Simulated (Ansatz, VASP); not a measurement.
One calculation of AlN, two programs

```
CELL_PARAMETERS angstrom
0.00000 2.19846 2.19846
2.19846 0.00000 2.19846
2.19846 2.19846 0.00000
ATOMIC_POSITIONS crystal
Al 0.00000 0.00000 0.00000
N 0.25000 0.25000 0.25000
```

Alike in both runs: task single point; functional BLYP; dispersion D3(BJ); k mesh 10 × 10 × 10; occupations fermi-dirac, width 0.05 eV; no spin polarisation.

|  | VASP | Ansatz |
| --- | --- | --- |
| version | VASP 6.6.1 | Ansatz 0.2.0 |
| potentials or method | VASP PAW PBE potentials, release 64 (Al, N) | Ansatz PAW |
| plane-wave cutoff (eV) | 520 | 420 |
| valence electrons in the cell | 8 | 8 |

|  | VASP | Ansatz | Ansatz less VASP |
| --- | --- | --- | --- |
| gap on the k mesh at the Fermi level (eV) | 3.66 | 3.67 | +0.016 |
| least direct gap on the mesh (eV) | 4.30 | 4.31 | +0.007 |
| pressure (GPa) | -4.8 | -5.3 | -0.44 |

VASP's potentials were made for PBE, not for BLYP.
